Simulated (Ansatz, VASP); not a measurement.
## One calculation of HfO3, two programs

```
Hf O
1.0
     2.19544   -2.19838    0.00000
     2.19544    2.19838    0.00000
     0.00000    0.00000    4.17099
Hf O
1 3
Direct
  0.00000 0.00000 0.00000
  0.50000 0.50000 0.77252
  0.00000 0.00000 0.50000
  0.50000 0.50000 0.22748
```

Change from the starting cell: species swapped into the VFe3 type (Cmmm, No. 65).

Alike in both runs: functional PBE; k mesh 8 × 8 × 2; occupations gaussian, width 0.1 eV; no spin polarisation.

Ansatz relaxed the structure, and its values are those at the end. VASP's run is a single point on that final structure, the one shown.

|  | VASP | Ansatz |
| --- | --- | --- |
| version | VASP 6.6.1 | Ansatz 0.2.0 |
| potentials or method | VASP PAW PBE potentials, release 64 (Hf_pv, O), cutoff 520 eV | scalar-relativistic, plane waves, PAW |
| valence electrons in the cell | 28 | 44 |

Ansatz gave:

| Quantity | Value |
| --- | --- |
| gap on the k mesh at the Fermi level (eV) | none |
| pressure (GPa) | 0.0 |
| rms of the force components (eV/Å) | 0.000 |

**Question.** Which values does VASP return?

**Answer.** gap on the k mesh at the Fermi level (eV): none; pressure (GPa): -2.6; rms of the force components (eV/Å): 0.011.

A gap of «none» marks a metal or a gap that the smearing closes. VASP's potentials hold 28 valence electrons a cell and Ansatz's 44, so a difference there can come from the potentials and not from the codes.

The k mesh is coarse, so the values compare programs but aren't converged. Spin-orbit coupling is off throughout.
